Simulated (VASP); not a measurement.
# HCl (Fmmm) in VASP: single point with r2SCAN

Aim: the single point of HCl with r2SCAN.

Everything below comes from runs of VASP 6.6.1. Logs are shortened: lines on timing, memory, paths and dates and some standing lists are left out, and cuts for length are marked.

## (1) The cell of the first run

Symmetry: Fmmm, No. 69, orthorhombic system. The conventional cell has a = 5.280 Å, b = 5.361 Å, c = 5.763 Å, α = 90.00°, β = 90.00°, γ = 90.00°. Within 3.5 Å of H (site symmetry mmm) lie 6 Cl at 2.64 to 2.88 Å. Cl (site symmetry mmm) has 6 H at 2.64 to 2.88 Å within 3.5 Å.

## (2) Single point, r2SCAN

POSCAR reads:

```
HCl
1.0
   -2.6399350000      2.6803300000      0.0000000000
    2.6399350000      0.0000000000      2.8813550000
    2.6399350000      2.6803300000      0.0000000000
H Cl
1 1
Direct
    0.0000000000      0.0000000000      0.0000000000
    0.5000000000      0.0000000000      0.5000000000
```

INCAR.step1 reads:

```
SYSTEM = HCl
PREC = Accurate
ENCUT = 520
ISMEAR = -1
SIGMA = 0.0148
LREAL = .FALSE.
LASPH = .TRUE.
NELM = 60
NBANDS = 11
GGA = PE
ALGO = Normal
EDIFF = 1E-4
LWAVE = .TRUE.
LCHARG = .FALSE.
```

INCAR.step2 reads:

```
SYSTEM = HCl
PREC = Accurate
ENCUT = 520
EDIFF = 1E-6
ISMEAR = -1
SIGMA = 0.0148
LREAL = .FALSE.
LASPH = .TRUE.
NELM = 60
ALGO = Normal
ISIF = 2
LWAVE = .FALSE.
LCHARG = .TRUE.
METAGGA = R2SCAN
LMIXTAU = .TRUE.
LELF = .TRUE.
LVHAR = .TRUE.
NBANDS = 11
ISTART = 1
```

KPOINTS reads:

```
regular mesh
0
G
  9 9 9
  0 0 0
```

Potentials or basis: VASP PAW PBE potentials, release 64 (H, Cl).

Launch:

```sh
> cat potpaw_PBE.64/H/POTCAR potpaw_PBE.64/Cl/POTCAR > POTCAR
> cp INCAR.step1 INCAR
> mpirun -np 1 vasp_std > vasp.out
> cp INCAR.step2 INCAR
> mpirun -np 1 vasp_std > vasp.out
```

OUTCAR:

```text
SYSTEM = HCl
   PREC = Accurate
   ENCUT = 520
   EDIFF = 1E-6
   ISMEAR = -1
   LREAL = .FALSE.
   LASPH = .TRUE.
   NELM = 60
   ISIF = 2
   METAGGA = R2SCAN
   ISTART = 1

 ion  position               nearest neighbor table
   1  0.000  0.000  0.000-
   2  0.500  0.000  0.500-

  LATTYP: Found a face centered orthorhombic cell.
 ALAT       =     5.2798700000
 B/A-ratio  =     1.0153015131
 C/A-ratio  =     1.0914492213

  Lattice vectors:

 A1 = (   0.0000000000,   2.6803300000,   2.8813550000)
 A2 = (   2.6399350000,   0.0000000000,   2.8813550000)
 A3 = (   2.6399350000,   2.6803300000,   0.0000000000)

Analysis of symmetry for initial positions (statically):
=====================================================================
 Subroutine PRICEL returns:
 Original cell was already a primitive cell.

 Routine SETGRP: Setting up the symmetry group for a
 face centered orthorhombic supercell.

 Subroutine GETGRP returns: Found  8 space group operations
 (whereof  8 operations were pure point group operations)
 out of a pool of  8 trial point group operations.

The static configuration has the point symmetry D_2h.

Analysis of symmetry for dynamics (positions and initial velocities):
=====================================================================
 Subroutine PRICEL returns:
 Original cell was already a primitive cell.

 Routine SETGRP: Setting up the symmetry group for a
 face centered orthorhombic supercell.

 Subroutine GETGRP returns: Found  8 space group operations
 (whereof  8 operations were pure point group operations)
 out of a pool of  8 trial point group operations.

The dynamic configuration has the point symmetry D_2h.

 Subroutine INISYM returns: Found  8 space group operations
 (whereof  8 operations are pure point group operations),
 and found     1 'primitive' translations

----------------------------------------------------------------------------------------

                                     Primitive cell

  volume of cell :      40.7763

  direct lattice vectors                    reciprocal lattice vectors
    -2.639935000  2.680330000  0.000000000    -0.189398603  0.186544194  0.173529468
     2.639935000  0.000000000  2.881355000     0.000000000  0.000000000  0.347058936
     2.639935000  2.680330000  0.000000000     0.189398603  0.186544194 -0.173529468

  length of vectors
[... 81 lines left out ...]
   NELM   =     60;   NELMIN=  2; NELMDL=  0     # of ELM steps
   EDIFF  = 0.1E-05   stopping-criterion for ELM
   LREAL  =      F    real-space projection
   EDIFFG = 0.1E-04   stopping-criterion for IOM
   NSW    =      0    number of steps for IOM
   IBRION =     -1    ionic relax: 0-MD 1-quasi-New 2-CG
   NFREE  =      0    steps in history (QN), initial steepest desc. (CG)
   ISIF   =      2    stress and relaxation
   ISYM   =      2    0-nonsym 1-usesym 2-fastsym
   POTIM  = 0.5000    time-step for ionic-motion
   TEBEG  =    0.0;   TEEND  =   0.0 temperature during run
   PSTRESS=    0.0 pullay stress
   NELECT =       8.0000    total number of electrons
   NUPDOWN=      -1.0000    fix difference up-down
   EMIN   =  10.00;   EMAX   =-10.00  energy-range for DOS
   EFERMI =   0.00;   METHOD = LEGACY
   ISMEAR =    -1;   SIGMA  =   0.01  broadening in eV -4-tet -1-fermi 0-gaus
   EFERMI_NEDOS =   21; number of points for ismear=-14 and -15
   IALGO  =     38    algorithm
   IMIX   =      4    mixing-type and parameters
     AMIX     =   0.40;   BMIX     =  1.00
     AMIX_MAG =   1.60;   BMIX_MAG =  1.00
  volume/ion in A,a.u.               =      20.39       137.59
  Fermi-wavevector in a.u.,A,eV,Ry     =   0.951266  1.797632 12.312013  0.904907
  Thomas-Fermi vector in A             =   2.079720
   LORBIT       =      0    0 simple, 1 ext, 2 COOP (PROOUT), +10 PAW based schemes
   METAGGA = R2SCAN    functional components
   LHFCALC =     F    Hartree Fock is set to
   AEXX    =    0.0000 exact exchange contribution
   IVDW    =     0    specifies the selected vdW correction
   LEPSILON=     F    determine dielectric tensor
   LRPA    =     F    only Hartree local field effects (RPA)
 non-spin polarized calculation
  energy-cutoff  :      520.00
  volume of cell :       40.78
 maximum number of plane-waves:      1110
   NGX = 13   NGY = 15   NGZ = 13

 number of electron       8.0000001 magnetization

 Free energy of the ion-electron system (eV)
  ---------------------------------------------------
  ext. energy  EPLUGINS =         0.00000000
  ---------------------------------------------------
  free energy    TOTEN  =        -7.12436106 eV

  energy without entropy =       -7.12429238  energy(sigma->0) =       -7.12432672

 E-fermi :  -2.5010     XC(G=0):  -8.0146

 val. band max:       -2.5195293289   @ k =   0.0000   0.0000   0.0000
 cond. band min:      -2.4875959089   @ k =   0.0000   0.0000   0.0000
 fundamental gap:      0.0319334200
 Fermi energy:        -2.5009949759

 k-point     1 :       0.0000    0.0000    0.0000
  band No.  band energies     occupation
      1     -16.2315      2.00000
      2      -2.6455      1.99988
      3      -2.6050      1.99822
      4      -2.5195      1.55540
      5      -2.4876      0.57591
      6       9.5907      0.00000
      7      10.5762      0.00000
      8      11.1027      0.00000
      9      11.2061      0.00000
     10      13.1517      0.00000
     11      13.8688      0.00000
[... 309 lines left out ...]
 k-point    24 :       0.0000    0.4444    0.0000
  band No.  band energies     occupation
      1     -15.8195      2.00000
      2      -4.3126      2.00000
      3      -3.1557      2.00000
      4      -3.0855      2.00000
      5      -2.4022      0.00253
      6       7.9695      0.00000
      7       9.8816      0.00000
      8      13.5876      0.00000
      9      13.7462      0.00000
     10      13.9545      0.00000
     11      15.2958      0.00000

 [... further k-points ...]
[... 5 lines left out ...]
  --------------------------------------------------------------------------------------
  -------------------------------------------------------------------------------------
  Total       -3.2841323     -2.8910176     -1.5929150      0.0000000      0.0000000      0.0000000
  in kB     -129.0395856   -113.5933874    -62.5885547      0.0000000      0.0000000      0.0000000
  external PRESSURE =    -101.7405092 kB  Pullay stress =       0.0000000 kB

 VOLUME and BASIS-vectors are now :
 -----------------------------------------------------------------------------
  energy-cutoff  :      520.00
  volume of cell :       40.78
      direct lattice vectors                 reciprocal lattice vectors
    -2.639935000  2.680330000  0.000000000    -0.189398603  0.186544194  0.173529468
     2.639935000  0.000000000  2.881355000     0.000000000  0.000000000  0.347058936
     2.639935000  2.680330000  0.000000000     0.189398603  0.186544194 -0.173529468

 POSITION                                       TOTAL-FORCE (eV/Angst)
 -----------------------------------------------------------------------------------
      0.00000      0.00000      0.00000         0.000000     -0.000000      0.000000
      0.00000      2.68033      0.00000        -0.000000      0.000000      0.000000
 -----------------------------------------------------------------------------------
    total drift:                                0.000000      0.000000      0.000000

  FREE ENERGIE OF THE ION-ELECTRON SYSTEM (eV)
  ---------------------------------------------------
  free  energy   TOTEN  =        -7.1243610557 eV

  energy  without entropy=       -7.1242923824  energy(sigma->0) =       -7.12432672
```

OSZICAR.step1:

```text
N       E                     dE             d eps       ncg     rms          rms(c)
DAV:   1     0.281460567655E+02    0.28146E+02   -0.30976E+03  2774   0.561E+02
DAV:   2    -0.136516091012E+01   -0.29511E+02   -0.28044E+02  3311   0.101E+02
DAV:   3    -0.333566098754E+01   -0.19705E+01   -0.19679E+01  3434   0.289E+01
DAV:   4    -0.334901673113E+01   -0.13356E-01   -0.13354E-01  3325   0.283E+00
DAV:   5    -0.334915460799E+01   -0.13788E-03   -0.13788E-03  3623   0.278E-01    0.356E+00
DAV:   6    -0.294379384627E+01    0.40536E+00   -0.28121E+00  3155   0.351E+00    0.139E+00
DAV:   7    -0.292776354798E+01    0.16030E-01   -0.88913E-02  3020   0.112E+00    0.774E-01
DAV:   8    -0.292408507576E+01    0.36785E-02   -0.47626E-02  3093   0.784E-01    0.394E-01
DAV:   9    -0.292373080384E+01    0.35427E-03   -0.66927E-04  3246   0.151E-01    0.373E-01
DAV:  10    -0.292477347017E+01   -0.10427E-02   -0.80835E-04  3073   0.612E-02    0.487E-01
DAV:  11    -0.292234977879E+01    0.24237E-02   -0.15692E-02  3135   0.241E-01    0.742E-02
DAV:  12    -0.292235858156E+01   -0.88028E-05   -0.67595E-05  2798   0.549E-02
   1 F= -.29223586E+01 E0= -.29221468E+01  d E =-.423506E-03
```

It took 2.8 min on 1 thread of Intel Xeon Platinum 8259CL at 2.50GHz (Skylake/Cascade Lake), shared host; peak memory 0.19 GiB.

What came out:

```
Free energy            : -7.1244 eV
Pressure               : -10.2 GPa
Band gap on the k mesh : 0.03 eV, direct
```

Stress tensor (GPa, compression positive):
```
-12.90   0.00   0.00
  0.00 -11.36   0.00
  0.00   0.00  -6.26
```

Levels at points of the mesh, in eV from the valence-band top:
```csv
k point,band 1,band 2,band 3,band 4,band 5,band 6,band 7,band 8,band 9
"(0.00, 0.00, 0.00)",-13.71,-0.13,-0.09,0.00,0.03,12.11,13.10,13.62,13.73
```

Caveat: the PAW data sets were made with another functional, which shifts forces and pressure a little.
